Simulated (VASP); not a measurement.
## C: single point with r2SCAN

Crystal: C.

```
CELL_PARAMETERS angstrom
1.24421 -2.15505 0.00000
1.24421 2.15505 0.00000
0.00000 0.00000 7.26766
ATOMIC_POSITIONS crystal
C 0.91662 0.08338 0.75314
C 0.41662 0.58338 0.24686
C 0.08338 0.91662 0.24686
C 0.58338 0.41662 0.75314
```

| Quantity | Value |
| --- | --- |
| Program | VASP 6.6.1 |
| Task | single point |
| Functional | r2SCAN |
| Potentials or basis | VASP PAW PBE potentials, release 64 (C) |
| Cutoff | 520 eV |
| k mesh | 12 × 12 × 4 |
| Occupations | fermi-dirac, width 0.05 eV |
| Spin | no spin polarisation |

```yaml
Pressure: -9.3 GPa
Largest_force: 0.020 eV/Å
```

Forces in eV/Å, atoms in the order of the input:
```
C    0.000 -0.019 -0.005
C    0.000 -0.019  0.005
C    0.000  0.019  0.005
C    0.000  0.019 -0.005
```

Stress tensor (GPa, compression positive):
```
-13.61   0.00   0.00
  0.00 -13.86   0.00
  0.00   0.00  -0.51
```

It took 3.4 min on 1 thread of Intel(R) Xeon(R) Platinum 8488C (Sapphire Rapids) (shared host), peak memory 0.19 GiB.

Caveat: the stress differs along the axes, from -14 to -1 GPa; the PAW data sets were made with another functional, which shifts forces and pressure a little.
